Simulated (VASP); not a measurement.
# Re (P6/mmm) in VASP: a series of runs, part 2 of 2

VASP 6.6.1.

## Step 3: Single point, RPBE (15.98 Å³/atom)

This run uses another cell than the first one, of 15.98 Å³/atom.

The input, INCAR:

```
PREC = Accurate ; ENCUT = 520
EDIFF = 1E-7 ; ISMEAR = -1
SIGMA = 0.1 ; LREAL = False
LASPH = True ; NELM = 80
ALGO = Normal ; ISIF = 2
LWAVE = False ; LCHARG = False
GGA = RP ; NBANDS = 18
```

The input, KPOINTS:

```
regular mesh
0
Gamma
  9 9 13
```

The input, POSCAR:

```
Re
1.0
    4.4536795133      0.0000000000      0.0000000000
   -2.2268397567      3.8569995989      0.0000000000
    0.0000000000      0.0000000000      2.7911489200
Re
3
Direct
    1.0000000000      1.0000000000      1.0000000000
    0.3333333333      0.6666666667      0.5000000000
    0.6666666667      0.3333333333      0.5000000000
```

Potentials or basis: VASP PAW PBE potentials, release 64 (Re).

Run with:

```console
$ cat potpaw_PBE.64/Re/POTCAR > POTCAR
$ mpirun -np 1 vasp_std > vasp.out
```

OUTCAR:

```text
PREC = Accurate
   ENCUT = 520
   EDIFF = 1E-7
   ISMEAR = -1
   LREAL = False
   LASPH = True
   NELM = 80
   ISIF = 2
   GGA = RP

 ion  position               nearest neighbor table
   1  0.000  0.000  0.000-   2 2.93   3 2.93   2 2.93   3 2.93   3 2.93   3 2.93   2 2.93   2 2.93
                             3 2.93   3 2.93   2 2.93   2 2.93
   2  0.333  0.667  0.500-   3 2.57   3 2.57   3 2.57   1 2.93   1 2.93   1 2.93   1 2.93   1 2.93
                             1 2.93
   3  0.667  0.333  0.500-   2 2.57   2 2.57   2 2.57   1 2.93   1 2.93   1 2.93   1 2.93   1 2.93
                             1 2.93

  LATTYP: Found a hexagonal cell.
 ALAT       =     4.4536795133
 C/A-ratio  =     0.6267062800

  Lattice vectors:

 A1 = (   4.4536795133,   0.0000000000,   0.0000000000)
 A2 = (  -2.2268397567,   3.8569995989,   0.0000000000)
 A3 = (   0.0000000000,   0.0000000000,   2.7911489200)

Analysis of symmetry for initial positions (statically):
=====================================================================
 Subroutine PRICEL returns:
 Original cell was already a primitive cell.

 Routine SETGRP: Setting up the symmetry group for a
 hexagonal supercell.

 Subroutine GETGRP returns: Found 24 space group operations
 (whereof 24 operations were pure point group operations)
 out of a pool of 24 trial point group operations.

The static configuration has the point symmetry D_6h.

Analysis of symmetry for dynamics (positions and initial velocities):
=====================================================================
 Subroutine PRICEL returns:
 Original cell was already a primitive cell.

 Routine SETGRP: Setting up the symmetry group for a
 hexagonal supercell.

 Subroutine GETGRP returns: Found 24 space group operations
 (whereof 24 operations were pure point group operations)
 out of a pool of 24 trial point group operations.

The dynamic configuration has the point symmetry D_6h.

 Subroutine INISYM returns: Found 24 space group operations
 (whereof 24 operations are pure point group operations),
 and found     1 'primitive' translations

----------------------------------------------------------------------------------------

                                     Primitive cell

  volume of cell :      47.9459

  direct lattice vectors                    reciprocal lattice vectors
     4.453679513  0.000000000  0.000000000     0.224533444  0.129634444  0.000000000
    -2.226839757  3.856999599  0.000000000     0.000000000  0.259268889  0.000000000
     0.000000000  0.000000000  2.791148920     0.000000000  0.000000000  0.358275402

  length of vectors
     4.453679513  4.453679513  2.791148920     0.259268889  0.259268889  0.358275402

  position of ions in fractional coordinates (direct lattice)
     0.000000000  0.000000000  0.000000000
     0.333333333  0.666666667  0.500000000
     0.666666667  0.333333333  0.500000000

  ion indices of the primitive-cell ions
   primitive index   ion index
                 1           1
                 2           2
                 3           3

----------------------------------------------------------------------------------------

 KPOINTS: regular mesh

Automatic generation of k-mesh.
 Grid dimensions read from file:
 generate k-points for:    9    9   13

 Generating k-lattice:

  Cartesian coordinates                     Fractional coordinates (reciprocal lattice)
     0.024948160  0.014403827  0.000000000     0.111111111  0.000000000  0.000000000
     0.000000000  0.028807654  0.000000000     0.000000000  0.111111111  0.000000000
     0.000000000  0.000000000  0.027559646     0.000000000  0.000000000  0.076923077

  Length of vectors
     0.028807654  0.028807654  0.027559646

  Shift w.r.t. Gamma in fractional coordinates (k-lattice)
     0.000000000  0.000000000  0.000000000

 Subroutine IBZKPT returns following result:
 ===========================================

 Found     84 irreducible k-points:

 Following reciprocal coordinates:
            Coordinates               Weight
  0.000000  0.000000  0.000000      1.000000
  0.111111  0.000000  0.000000      6.000000
  0.222222  0.000000  0.000000      6.000000
  0.333333  0.000000  0.000000      6.000000
  0.444444  0.000000  0.000000      6.000000
  0.111111  0.111111  0.000000      6.000000
[... 16 lines left out ...]
  0.333333  0.222222  0.076923     24.000000
  0.333333  0.333333  0.076923      4.000000
 [... further k-points ...]
   k-points           NKPTS =     84   k-points in BZ     NKDIM =     84   number of bands    NBANDS=     18
   number of dos      NEDOS =    301   number of ions     NIONS =      3
   total plane-waves  NPLWV =  31104
   dimension x,y,z NGX =    36 NGY =   36 NGZ =   24
   dimension x,y,z NGXF=    72 NGYF=   72 NGZF=   48
   ions per type =               3
   NGX,Y,Z   is equivalent  to a cutoff of  13.44, 13.44, 14.29 a.u.
   NGXF,Y,Z  is equivalent  to a cutoff of  26.88, 26.88, 28.59 a.u.
 SYSTEM =  unknown system
   PREC   = accura    normal or accurate (medium, high low for compatibility)
   ISTART =      0    job   : 0-new  1-cont  2-samecut
   ICHARG =      2    charge: 1-file 2-atom 10-const
   ISPIN  =      1    spin polarized calculation?
   LNONCOLLINEAR =      F non collinear calculations
   LSORBIT =      F    spin-orbit coupling
   LASPH  =      T    aspherical Exc in radial PAW
   ENCUT  =  520.0 eV  38.22 Ry    6.18 a.u.   8.28  8.28  5.19*2*pi/ulx,y,z
   NELM   =     80;   NELMIN=  2; NELMDL= -5     # of ELM steps
   EDIFF  = 0.1E-06   stopping-criterion for ELM
   LREAL  =      F    real-space projection
   EDIFFG = 0.1E-05   stopping-criterion for IOM
   NSW    =      0    number of steps for IOM
   IBRION =     -1    ionic relax: 0-MD 1-quasi-New 2-CG
   NFREE  =      0    steps in history (QN), initial steepest desc. (CG)
   ISIF   =      2    stress and relaxation
   ISYM   =      2    0-nonsym 1-usesym 2-fastsym
   POTIM  = 0.5000    time-step for ionic-motion
   TEBEG  =    0.0;   TEEND  =   0.0 temperature during run
   PSTRESS=    0.0 pullay stress
   NELECT =      21.0000    total number of electrons
   NUPDOWN=      -1.0000    fix difference up-down
   EMIN   =  10.00;   EMAX   =-10.00  energy-range for DOS
   EFERMI =   0.00;   METHOD = LEGACY
   ISMEAR =    -1;   SIGMA  =   0.10  broadening in eV -4-tet -1-fermi 0-gaus
   EFERMI_NEDOS =   21; number of points for ismear=-14 and -15
   IALGO  =     38    algorithm
   IMIX   =      4    mixing-type and parameters
     AMIX     =   0.40;   BMIX     =  1.00
     AMIX_MAG =   1.60;   BMIX_MAG =  1.00
  volume/ion in A,a.u.               =      15.98       107.85
  Fermi-wavevector in a.u.,A,eV,Ry     =   1.243266  2.349432 21.030668  1.545710
  Thomas-Fermi vector in A             =   2.377584
   LORBIT       =      0    0 simple, 1 ext, 2 COOP (PROOUT), +10 PAW based schemes
   GGA     = RP    functional components
   LHFCALC =     F    Hartree Fock is set to
   AEXX    =    0.0000 exact exchange contribution
   IVDW    =     0    specifies the selected vdW correction
   LEPSILON=     F    determine dielectric tensor
   LRPA    =     F    only Hartree local field effects (RPA)
 non-spin polarized calculation
  energy-cutoff  :      520.00
  volume of cell :       47.95
 maximum number of plane-waves:      1313
 NGX is ok and might be reduce to    36
   NGX = 17   NGY = 17   NGZ = 11

 number of electron      21.0000002 magnetization

 Free energy of the ion-electron system (eV)
  ---------------------------------------------------
  ext. energy  EPLUGINS =         0.00000000
  ---------------------------------------------------
  free energy    TOTEN  =       -34.91260699 eV

  energy without entropy =      -34.83409995  energy(sigma->0) =      -34.87335347

 E-fermi :   7.0400     XC(G=0): -13.2272

 val. band max:        7.0372423970   @ k =   0.2222   0.2222   0.4615
 cond. band min:       7.0404004076   @ k =   0.1111   0.0000   0.2308
 fundamental gap:      0.0031580106
 Fermi energy:         7.0400128861

 k-point     1 :       0.0000    0.0000    0.0000
  band No.  band energies     occupation
      1      -2.2933      2.00000
      2       1.7016      2.00000
      3       4.1349      2.00000
      4       4.3831      2.00000
      5       4.3831      2.00000
      6       4.4155      2.00000
[... 481 lines left out ...]
      5       3.9581      2.00000
      6       4.5311      2.00000
[... 10 lines left out ...]
     17      10.2227      0.00000
     18      10.7930      0.00000

 [... further k-points ...]

------------------------ aborting loop because EDIFF is reached ----------------------------------------

  FORCE on cell =-STRESS in cart. coord.  units (eV):
  Direction    XX          YY          ZZ          XY          YZ          ZX
  --------------------------------------------------------------------------------------
  -------------------------------------------------------------------------------------
  Total       -4.0366202     -4.0366202     -3.6567980      0.0000000      0.0000000      0.0000000
  in kB     -134.8891170   -134.8891170   -122.1968448      0.0000000      0.0000000      0.0000000
  external PRESSURE =    -130.6583596 kB  Pullay stress =       0.0000000 kB

 VOLUME and BASIS-vectors are now :
 -----------------------------------------------------------------------------
  energy-cutoff  :      520.00
  volume of cell :       47.95
      direct lattice vectors                 reciprocal lattice vectors
     4.453679513  0.000000000  0.000000000     0.224533444  0.129634444  0.000000000
    -2.226839757  3.856999599  0.000000000     0.000000000  0.259268889  0.000000000
     0.000000000  0.000000000  2.791148920     0.000000000  0.000000000  0.358275402

 POSITION                                       TOTAL-FORCE (eV/Angst)
 -----------------------------------------------------------------------------------
      0.00000      0.00000      0.00000        -0.000000      0.000000      0.000000
     -0.00000      2.57133      1.39557        -0.000000      0.000000     -0.000000
      2.22684      1.28567      1.39557         0.000000     -0.000000      0.000000
 -----------------------------------------------------------------------------------
    total drift:                                0.000000      0.000000     -0.000000

  FREE ENERGIE OF THE ION-ELECTRON SYSTEM (eV)
  ---------------------------------------------------
  free  energy   TOTEN  =       -34.9126069891 eV

  energy  without entropy=      -34.8340999521  energy(sigma->0) =      -34.87335347
```

stdout:

```text
POSCAR found type information on POSCAR Re
 POSCAR found :  1 types and       3 ions
 scaLAPACK will be used
 -----------------------------------------------------------------------------
|                                                                             |
|                                                                             |
|     You enforced a specific xc type in the INCAR file but a different       |
|     I HOPE YOU KNOW WHAT YOU ARE DOING!                                     |
|                                                                             |
 -----------------------------------------------------------------------------

 LDA part: xc-table for (Slater+PW92), standard interpolation
 POSCAR, INCAR and KPOINTS ok, starting setup
 FFT: planning ... GRIDC
 FFT: planning ... GRID_SOFT
 FFT: planning ... GRID
 WAVECAR not read
 entering main loop
```

Wall time 2 min (1 thread of Intel Xeon 8259CL, shared host); peak memory 0.22 GiB.

What came out:

| Quantity | Value |
| --- | --- |
| Free energy | -34.9126 eV |
| Pressure | -13.1 GPa |
| Band gap on the k mesh | zero (an odd number of electrons rules out a gap without spin polarisation) |

Levels at points of the mesh, in eV from the Fermi level:
```csv
k point,band 7,band 8,band 9,band 10,band 11,band 12,band 13,band 14
"(0.00, 0.00, 0.00)",-2.62,-1.74,-0.71,-0.71,0.06,0.06,0.10,0.10
```

Caveat: the cell stands under tension; the PAW data sets were made with another functional, which shifts forces and pressure a little; spin-orbit coupling is left out, which moves the levels of the heavy elements.

## Step 4: Single point, RPBE (16.60 Å³/atom)

This run uses another cell than the first one, of 16.60 Å³/atom.

The input, INCAR:

```
SYSTEM = Re
PREC = Accurate ; ENCUT = 520
EDIFF = 1E-6 ; ISMEAR = -1
SIGMA = 0.1 ; LREAL = .FALSE.
LASPH = .TRUE. ; NELM = 60
ALGO = Normal ; ISIF = 2
LWAVE = .FALSE. ; LCHARG = .FALSE.
GGA = RP ; NBANDS = 18
```

The input, KPOINTS:

```
regular mesh
0
G
  9 9 13
  0 0 0
```

The input, POSCAR:

```
Re
1.0
    4.5100611888      0.0000000000      0.0000000000
   -2.2550305944      3.9058275621      0.0000000000
    0.0000000000      0.0000000000      2.8264836700
Re
3
Direct
    1.0000000000      1.0000000000      1.0000000000
    0.3333333333      0.6666666667      0.5000000000
    0.6666666667      0.3333333333      0.5000000000
```

Run with:

```console
$ cat potpaw_PBE.64/Re/POTCAR > POTCAR
$ mpirun -np 1 vasp_std > vasp.out
```

Wall time 1.7 min (1 thread of Intel Xeon 8259CL, shared host); peak memory 0.22 GiB.

The run converged. Its results:

```
Free energy            : -34.7056 eV
Pressure               : -22.8 GPa
Band gap on the k mesh : zero (an odd number of electrons rules out a gap without spin polarisation)
```

Stress tensor (GPa, compression positive):
```
-23.57   0.00   0.00
  0.00 -23.57   0.00
  0.00   0.00 -21.12
```

Levels at points of the mesh, in eV from the Fermi level:
```tsv
k point	band 7	band 8	band 9	band 10	band 11	band 12	band 13	band 14
(0.00, 0.00, 0.00)	-2.51	-1.66	-0.67	-0.67	0.07	0.07	0.11	0.11
```

Caveat: the cell stands under tension; the PAW data sets were made with another functional, which shifts forces and pressure a little; spin-orbit coupling is left out, which moves the levels of the heavy elements.

## Step 5: Single point, RPBE (17.21 Å³/atom)

This run uses another cell than the first one, of 17.21 Å³/atom.

The input, INCAR:

```
  PREC = Accurate
  ENCUT = 520
  EDIFF = 1E-7
  ISMEAR = -1
  SIGMA = 0.1
  LREAL = False
  LASPH = True
  NELM = 60
  ALGO = Normal
  ISIF = 2
  LWAVE = False
  LCHARG = False
  GGA = RP
  NBANDS = 18
```

The input, KPOINTS:

```
Automatic mesh
0
Gamma
  9 9 13
```

The input, POSCAR:

```
Re
1.0
    4.5650673561      0.0000000000      0.0000000000
   -2.2825336781      3.9534643004      0.0000000000
    0.0000000000      0.0000000000      2.8609563805
Re
3
Direct
    1.0000000000      1.0000000000      1.0000000000
    0.3333333333      0.6666666667      0.5000000000
    0.6666666667      0.3333333333      0.5000000000
```

Run with:

```console
$ cat potpaw_PBE.64/Re/POTCAR > POTCAR
$ mpirun -np 1 vasp_std > vasp.out
```

Wall time 2 min (1 thread of Intel Xeon 8259CL, shared host); peak memory 0.22 GiB.

The run converged. Its results:

```
Free energy            : -34.3989 eV
Pressure               : -30.5 GPa
Band gap on the k mesh : zero (an odd number of electrons rules out a gap without spin polarisation)
```

Stress tensor (GPa, compression positive):
```
-31.60   0.00   0.00
  0.00 -31.60   0.00
  0.00   0.00 -28.19
```

Levels at points of the mesh, in eV from the Fermi level:
| k point | band 8 | band 9 | band 10 | band 11 | band 12 | band 13 |
| --- | --- | --- | --- | --- | --- | --- |
| (0.00, 0.00, 0.00) | -1.58 | -0.63 | -0.63 | 0.07 | 0.07 | 0.11 |

Caveat: the cell stands under tension; the PAW data sets were made with another functional, which shifts forces and pressure a little; spin-orbit coupling is left out, which moves the levels of the heavy elements.

## Step 6: Single point, RPBE

The input, INCAR:

```
  PREC = Accurate
  ENCUT = 520
  EDIFF = 1E-6
  ISMEAR = -1
  SIGMA = 0.1
  LREAL = False
  LASPH = True
  NELM = 60
  ALGO = Normal
  ISIF = 2
  LWAVE = False
  LCHARG = True
  GGA = RP
  LELF = True
  LVHAR = True
  NBANDS = 18
```

The input, KPOINTS:

```
regular mesh
0
Gamma
  11 11 15
```

The input, POSCAR:

```
Re
1.0
    4.3958329721      0.0000000000      0.0000000000
   -2.1979164861      3.8069030247      0.0000000000
    0.0000000000      0.0000000000      2.7548961293
Re
3
Direct
    1.0000000000      1.0000000000      1.0000000000
    0.3333333333      0.6666666667      0.5000000000
    0.6666666667      0.3333333333      0.5000000000
```

Potentials or basis: VASP PAW PBE potentials, release 64 (Re).

Run with:

```console
$ cat potpaw_PBE.64/Re/POTCAR > POTCAR
$ mpirun -np 1 vasp_std > vasp.out
```

Wall time 3 min (1 thread of Intel Xeon 8259CL, shared host); peak memory 0.23 GiB.

The run converged. Its results:

| Quantity | Value |
| --- | --- |
| Free energy | -34.9943 eV |
| Pressure | -1.0 GPa |
| Band gap on the k mesh | zero (an odd number of electrons rules out a gap without spin polarisation) |

Stress tensor (GPa, compression positive):
```
-1.15  0.00  0.00
 0.00 -1.15  0.00
 0.00  0.00 -0.63
```

Levels at points of the mesh, in eV from the Fermi level:
```tsv
k point	band 8	band 9	band 10	band 11	band 12	band 13
(0.00, 0.00, 0.00)	-1.84	-0.77	-0.77	0.03	0.03	0.09
```

Caveat: the PAW data sets were made with another functional, which shifts forces and pressure a little; spin-orbit coupling is left out, which moves the levels of the heavy elements.

## Step 7: Relaxation of cell and atoms, RPBE

This run uses another cell than the first one, of 14.71 Å³/atom.

The input, INCAR:

```
ALGO = Normal
EDIFF = 1E-6
EDIFFG = -0.01
ENCUT = 600
GGA = RP
IBRION = 2
ISIF = 3
ISMEAR = -1
LASPH = T
LCHARG = F
LREAL = F
LWAVE = F
NELM = 100
NSW = 80
PREC = Accurate
SIGMA = 0.1
```

The input, KPOINTS:

```
k-points
0
Gamma
  8 8 12
```

The input, POSCAR:

```
Re
1.0
    4.3646887072      0.0000000000      0.0000000000
   -2.1823443536      3.7799313000      0.0000000000
    0.0000000000      0.0000000000      2.6755541775
Re
3
Direct
    0.0000000000      0.0000000000      0.0000000000
    0.3333333333      0.6666666667      0.5000000000
    0.6666666667      0.3333333333      0.5000000000
```

Run with:

```console
$ cat potpaw_PBE.64/Re/POTCAR > POTCAR
$ mpirun -np 1 vasp_std > vasp.out
```

Run time: 5.9 min. Hardware: 1 thread of Intel Xeon 8259CL, shared host; peak memory 0.22 GiB.

It converged, with:

* Free energy: -34.9921 eV
* Relaxed volume: 15.33 Å³/atom
* Relaxed cell: a = 4.390 Å, b = 4.390 Å, c = 2.755 Å, α = 90.00°, β = 90.00°, γ = 120.00°
* Space group after relaxing (to 0.1 Å): P6/mmm (No. 191)
* Energy gained by relaxing: 35.2 meV/atom
* Ionic steps: 6
* Pressure after relaxing: 0.0 GPa
* Band gap on the k mesh: zero (an odd number of electrons rules out a gap without spin polarisation)

Step by step:
```csv
step,energy change (eV),largest force (eV/Å),pressure (GPa),volume (Å³)
1,0.0000,0.0000,15.05,44.14
2,0.8848,0.0000,-36.21,53.54
3,-0.0965,0.0000,-2.01,46.23
4,-0.0970,0.0000,-1.05,46.10
5,-0.0975,0.0000,1.25,45.89
6,-0.1056,0.0000,0.02,45.99
```

Final structure:
```xyz
3
Lattice="4.3902 0.0000 0.0000 -2.1951 3.8020 0.0000 0.0000 0.0000 2.7553" Properties=species:S:1:pos:R:3 pbc="T T T"
Re    0.0000    0.0000    0.0000
Re    0.0000    2.5347    1.3776
Re    2.1951    1.2673    1.3776
```

Levels at points of the mesh, in eV from the Fermi level:
```tsv
k point	band 8	band 9	band 10	band 11	band 12	band 13
(0.00, 0.00, 0.00)	-1.83	-0.76	-0.76	0.04	0.04	0.08
(0.50, 0.00, 0.00)	-1.73	-1.43	0.31	0.32	0.93	1.99
(0.00, 0.00, 0.50)	-0.90	-0.78	-0.78	2.75	2.75	3.69
(0.50, 0.00, 0.50)	-1.09	-0.85	-0.48	0.79	2.08	3.14
```

Caveat: the highest band is partly filled, so the run has too few bands; the PAW data sets were made with another functional, which shifts forces and pressure a little; spin-orbit coupling is left out, which moves the levels of the heavy elements.

## Step 8: The runs side by side

```tsv
task	cell	k mesh	cutoff (eV)	gap on the mesh (eV)	pressure (GPa)
single point	a = 4.396, b = 4.396, c = 2.755 Å, angles 90.0, 90.0, 120.0°, 3 atoms	9 × 9 × 13	520	none	-0.9
single point	a = 4.454, b = 4.454, c = 2.791 Å, angles 90.0, 90.0, 120.0°, 3 atoms	9 × 9 × 13	520	none	-13.1
single point	a = 4.510, b = 4.510, c = 2.826 Å, angles 90.0, 90.0, 120.0°, 3 atoms	9 × 9 × 13	520	none	-22.8
single point	a = 4.565, b = 4.565, c = 2.861 Å, angles 90.0, 90.0, 120.0°, 3 atoms	9 × 9 × 13	520	none	-30.5
single point	a = 4.396, b = 4.396, c = 2.755 Å, angles 90.0, 90.0, 120.0°, 3 atoms	11 × 11 × 15	520	none	-1.0
relaxation of cell and atoms	relaxed from a = 4.365, b = 4.365, c = 2.676 Å, angles 90.0, 90.0, 120.0°, 3 atoms	8 × 8 × 12	600	none	0.0
```

Alike in all rows: level RPBE; potentials or basis VASP PAW PBE potentials, release 64 (Re); no spin polarisation; smearing fermi-dirac 0.1 eV.

Caveats: the PAW data sets were made with another functional, which shifts forces and pressure a little; spin-orbit coupling is left out, which moves the levels of the heavy elements; the cell stands under tension (at least some runs); the highest band is partly filled, so the run has too few bands (at least some runs).

Total energies depend on the potentials used, so only differences within one code and one set of settings carry meaning.

The gap in the log of VASP goes by the Fermi energy; the results here count the filled bands.